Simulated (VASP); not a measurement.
SnO2:

```
Sn O
1.0
     4.78800    0.00000    0.00000
     0.00000    4.86658    0.00000
     0.00000    0.00000    3.24090
Sn O
2 4
Direct
  0.00000 0.00000 0.00000
  0.50000 0.50000 0.50000
  0.70815 0.67896 0.00000
  0.20814 0.82104 0.50000
  0.79185 0.17896 0.50000
  0.29185 0.32104 0.00000
```

```yaml
Program: VASP 6.6.1
Task: relaxation of cell and atoms
Functional: PBEsol
Potentials_or_basis: VASP PAW PBE potentials, release 64 (Sn_d, O)
Cutoff: 600 eV
k_mesh: 5 × 5 × 6
Occupations: fermi-dirac, width 0.05 eV
Spin: no spin polarisation
```

At the start: pressure -5.9 GPa; volume 12.59 Å³/atom.

Q: How do energy, volume and symmetry change on relaxing?

A: Over 18 steps the energy falls by 9.5 meV/atom and the volume is 12.20 Å³/atom (-3.1 %); space group Pnnm (No. 58, to 0.1 Å) before, P4_2/mnm (No. 136, to 0.1 Å).

The path:
```tsv
step	energy change (eV)	largest force (eV/Å)	pressure (GPa)	volume (Å³)
1	0.0000	0.1048	-5.90	75.52
2	0.0206	0.2813	8.05	70.56
3	-0.0451	0.0994	-0.09	73.21
4	-0.0451	0.1017	0.04	73.16
5	-0.0473	0.0536	0.11	73.04
6	-0.0474	0.0620	0.15	72.99
7	-0.0481	0.0567	-0.08	73.08
8	-0.0489	0.0488	-0.67	73.31
9	-0.0492	0.0479	-0.63	73.30
10	-0.0498	0.0496	-0.49	73.26
11	-0.0509	0.0659	-0.23	73.18
12	-0.0517	0.1208	0.31	73.04
13	-0.0526	0.1088	0.29	73.05
14	-0.0548	0.0726	0.21	73.10
15	-0.0570	0.0068	0.02	73.19
16	-0.0571	0.0191	-0.05	73.21
17	-0.0570	0.0215	-0.06	73.22
18	-0.0571	0.0061	0.07	73.18
```

Final structure:
```
CELL_PARAMETERS angstrom
4.77484 0.00000 0.00000
0.00000 4.76711 0.00000
0.00000 0.00000 3.21513
ATOMIC_POSITIONS crystal
Sn 0.00000 0.00000 0.00000
Sn 0.50000 0.50000 0.50000
O 0.69379 0.69384 0.00000
O 0.19379 0.80616 0.50000
O 0.80621 0.19384 0.50000
O 0.30621 0.30616 0.00000
```

Caveat: the PAW data sets were made with another functional, which shifts forces and pressure a little.
